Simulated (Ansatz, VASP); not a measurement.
# Mo: VASP beside Ansatz

```
Mo
1.0
     0.00000    1.92442    1.92442
     1.92442    0.00000    1.92442
     1.92442    1.92442    0.00000
Mo
1
Direct
  0.00000 0.00000 0.00000
```

Alike in both runs: task relaxation of cell and atoms; functional PBE; k mesh 18 × 18 × 18; occupations fermi-dirac, width 0.05 eV; no spin polarisation.

|  | VASP | Ansatz |
| --- | --- | --- |
| version | VASP 6.6.1 | Ansatz 0.2.0 |
| potentials or method | VASP PAW PBE potentials, release 64 (Mo_sv) | PAW with Ansatz's default frozen-core files, scalar-relativistic |
| plane-wave cutoff (eV) | 600 | 420 |
| valence electrons in the cell | 14 | 14 |

```csv
,VASP,Ansatz,Ansatz less VASP
relaxed volume (Å³/atom),16.05,16.03,-0.027
relaxed cell length with the largest relative difference (Å),2.832,2.830,-0.0016
```
